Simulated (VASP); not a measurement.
Wanted: the native input for a VASP 6.6.1 run.

| Item | Value |
| --- | --- |
| Task | single point |
| Functional | r2SCAN |
| Potentials or basis | VASP PAW PBE potentials, release 64 (Ga_d, N) |
| Cutoff | 520 eV |
| k mesh | 10 × 10 × 10 |
| Occupations | gaussian, width 0.05 eV |
| Spin | no spin polarisation |
| Dipole correction | no |
| Further INCAR settings | ALGO = Normal; EDIFF = 1e-06; NBANDS = 16 |

Crystal: GaN.

```
Ga N
1.0
     0.00000    2.25350    2.18590
     2.25350    0.00000    2.18590
     2.25350    2.25350    0.00000
Ga N
1 1
Direct
  0.00000 0.00000 0.00000
  0.75000 0.75000 0.75000
```

This cell differs from its parent crystal: strain -0.0300 x Voigt [0, 0, 1, 0, 0, 0].

These files were run (other wordings do the same):

POSCAR

```
GaN
1.0
    0.0000000000      2.2535006075      2.1858955893
    2.2535006075      0.0000000000      2.1858955893
    2.2535006075      2.2535006075      0.0000000000
Ga N
1 1
Direct
    0.0000000000      0.0000000000      0.0000000000
    0.7500000000      0.7500000000      0.7500000000
```

INCAR.step1

```
ALGO = Normal
EDIFF = 1E-4
ENCUT = 520
GGA = PE
ISMEAR = 0
LASPH = T
LCHARG = F
LREAL = F
LWAVE = T
NBANDS = 16
NELM = 100
PREC = Accurate
SIGMA = 0.05
```

INCAR.step2

```
ALGO = Normal
EDIFF = 1E-6
ENCUT = 520
ISIF = 2
ISMEAR = 0
ISTART = 1
LASPH = T
LCHARG = F
LMIXTAU = T
LREAL = F
LWAVE = F
METAGGA = R2SCAN
NBANDS = 16
NELM = 100
PREC = Accurate
SIGMA = 0.05
```

KPOINTS

```
k-points
0
Gamma
  10 10 10
```

Potentials or basis: VASP PAW PBE potentials, release 64 (Ga_d, N).

Command:

```bash
$ cat potpaw_PBE.64/Ga_d/POTCAR potpaw_PBE.64/N/POTCAR > POTCAR
$ cp INCAR.step1 INCAR
$ mpirun -np 1 vasp_std > vasp.out
$ cp INCAR.step2 INCAR
$ mpirun -np 1 vasp_std > vasp.out
```

Results of the run:

```yaml
Pressure: 6.1 GPa
Band_gap_on_the_k_mesh: 2.23 eV
```

Caveat: the cell differs from its parent crystal (strain -0.0300 x Voigt [0, 0, 1, 0, 0, 0]); the cell stands under pressure; the PAW data sets were made with another functional, which shifts forces and pressure a little.

Run time: 2.5 min on 1 thread of Intel Xeon 8259CL (shared host), peak memory 0.17 GiB.
